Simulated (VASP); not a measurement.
Rh: single point with PBEsol

Crystal: Rh.

```
Rh
1.0
    -2.67556    0.00000    0.00000
    -1.33778   -2.31711    0.00000
    -0.89185   -0.51491   17.45502
Rh
8
Direct
  0.87500 0.87500 0.56250
  0.98611 0.98611 0.06250
  0.18056 0.18056 0.68750
  0.29167 0.29167 0.18750
  0.81944 0.81944 0.81250
  0.93056 0.93056 0.31250
  0.45833 0.45833 0.93750
  0.56944 0.56944 0.43750
```

This cell differs from its parent crystal: the part above a cut slid along it.

- Program: VASP 6.6.1
- Task: single point
- Functional: PBEsol
- Potentials or basis: VASP PAW PBE potentials, release 64 (Rh_pv)
- Cutoff: 500 eV
- k mesh: 16 × 16 × 3
- Occupations: gaussian, width 0.15 eV
- Spin: no spin polarisation
- Dipole correction: no
- Further INCAR settings: ALGO = Normal; EDIFF = 1e-06; NBANDS = 70

```json
{
 "Pressure": "0.7 GPa",
 "Largest force": "0.641 eV/Å",
 "Band gap on the k mesh": "zero (bands 60 and 61 overlap by 2.02 eV)"
}
```

Forces on the atoms (eV/Å):
```
Rh   0.019  0.011  0.009
Rh  -0.374 -0.216  0.474
Rh   0.043  0.025 -0.023
Rh   0.081  0.047  0.138
Rh   0.045  0.026  0.074
Rh  -0.007 -0.004 -0.072
Rh   0.182  0.105 -0.591
Rh   0.011  0.007 -0.009
```

Stress tensor (GPa, compression positive):
```
 0.14 -0.34 -0.89
-0.34  0.53 -0.51
-0.89 -0.51  1.48
```

Levels at points of the mesh, in eV from the Fermi level:
| k point | band 56 | band 57 | band 58 | band 59 | band 60 | band 61 | band 62 | band 63 |
| --- | --- | --- | --- | --- | --- | --- | --- | --- |
| (0.00, 0.00, 0.00) | -1.35 | -1.29 | -1.21 | -1.20 | -1.13 | -0.99 | -0.85 | -0.81 |
| (0.50, 0.00, 0.00) | 0.59 | 0.63 | 0.67 | 0.68 | 0.79 | 0.80 | 0.83 | 0.85 |
| (0.50, 0.50, 0.00) | 0.57 | 0.58 | 0.61 | 0.65 | 0.69 | 0.80 | 0.84 | 0.85 |

Run time: 10 min on 4 MPI ranks on Intel(R) Xeon(R) Platinum 8488C (Sapphire Rapids) (shared host), peak memory 0.93 GiB a rank.

Caveat: the cell differs from its parent crystal (the part above a cut slid along it); the PAW data sets were made with another functional, which shifts forces and pressure a little.
